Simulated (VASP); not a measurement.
A run of VASP 6.6.1:

The input INCAR:

```
PREC = Accurate ; ENCUT = 520
EDIFF = 1E-7 ; ISMEAR = 0
SIGMA = 0.015 ; LREAL = F
LASPH = T ; NELM = 60
ALGO = Normal ; ISIF = 2
LWAVE = F ; LCHARG = F
GGA = PE ; NBANDS = 17
```

File KPOINTS:

```
regular mesh
0
Gamma
  8 8 7
```

POSCAR

```
PbS
1.0
    4.0896976867      0.0000000000      0.0000000000
   -2.0448488433      3.5417820905      0.0000000000
    0.0000000000      0.0000000000      3.7881670000
Pb S
1 1
Direct
    0.0000000000      0.0000000000      0.0000000000
    0.6666666667      0.3333333333      0.5000000000
```

Potentials or basis: VASP PAW PBE potentials, release 64 (Pb_d, S).

Launch:

```console
$ cat potpaw_PBE.64/Pb_d/POTCAR potpaw_PBE.64/S/POTCAR > POTCAR
$ mpirun -np 1 vasp_std > vasp.out
```

Hardware: 1 thread of Intel Xeon 8259CL, with other jobs on the host.

Q: How long does it take, and how much memory?

A: Run time: 46 s on 1 thread of Intel Xeon 8259CL (shared host), peak memory 0.18 GiB. Counts: scf iterations 13, k points 40.
